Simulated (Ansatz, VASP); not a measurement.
CaSe: VASP beside Ansatz

File POSCAR:

```
CaSe
1.0
    0.0000000000      3.1446969729      3.1446969729
    3.1446969729      0.0000000000      3.1446969729
    3.1446969729      3.1446969729      0.0000000000
Ca Se
1 1
Direct
    0.0000000000      0.0000000000      0.0000000000
    0.5000000000      0.5000000000      0.5000000000
```

File INCAR.step1:

```
SYSTEM = CaSe
PREC = Accurate
ENCUT = 520
ISMEAR = 0
SIGMA = 0.01
LREAL = .FALSE.
LASPH = .TRUE.
NELM = 100
NBANDS = 15
GGA = PE
ALGO = Normal
EDIFF = 1E-4
LWAVE = .TRUE.
LCHARG = .FALSE.
```

File INCAR.step2:

```
SYSTEM = CaSe
PREC = Accurate
ENCUT = 520
EDIFF = 1E-7
ISMEAR = 0
SIGMA = 0.01
LREAL = .FALSE.
LASPH = .TRUE.
NELM = 100
ALGO = Normal
ISIF = 2
LWAVE = .FALSE.
LCHARG = .FALSE.
METAGGA = R2SCAN
LMIXTAU = .TRUE.
NBANDS = 15
ISTART = 1
```

File KPOINTS:

```
regular mesh
0
G
  8 8 8
  0 0 0
```

Input for Ansatz:

```yaml
crystal:
  lattice:
    - [0.0, 3.1446969729, 3.1446969729]
    - [3.1446969729, 0.0, 3.1446969729]
    - [3.1446969729, 3.1446969729, 0.0]
  atoms:
    - { symbol: Ca, position: [0.0, 0.0, 0.0] }
    - { symbol: Se, position: [0.5, 0.5, 0.5] }
kpoints:
  mp_grid: { grid: [8, 8, 8] }
  band_path:
    path:
      - [0.0, 0.0, 0.0]
      - [0.5, 0.0, 0.5]
      - [0.625, 0.25, 0.625]
      - [0.375, 0.375, 0.75]
      - [0.5, 0.5, 0.5]
      - [0.5, 0.25, 0.75]
    npoints: 1
hamiltonian:
  xc: r2scan
scf:
  occupations: { method: fixed }
  n_extra_bands: 4
output:
  forces: true
  stress: true
  eigenvalues: true
```

Change from the starting cell: hydrostatic strain +6.0%.

Alike in both runs: task single point; functional r2SCAN; k mesh 8 × 8 × 8; no spin polarisation.

|  | VASP | Ansatz |
| --- | --- | --- |
| version | VASP 6.6.1 | Ansatz 0.2.0 |
| potentials or method | VASP PAW PBE potentials, release 64 (Ca_sv, Se) | plane waves, PAW |
| plane-wave cutoff (eV) | 520 | 500 |
| occupations | gaussian, width 0.01 eV | fixed |
| valence electrons in the cell | 16 | 26 |

```tsv
	VASP	Ansatz	Ansatz less VASP
gap on the k mesh at the Fermi level (eV)	2.82	2.82	-0.004
pressure (GPa)	-6.2	-6.3	-0.11
```

VASP's potentials were made for PBE, not for r2SCAN. VASP's potentials hold 16 valence electrons a cell and Ansatz's 26, so a difference there can come from the potentials and not from the codes.
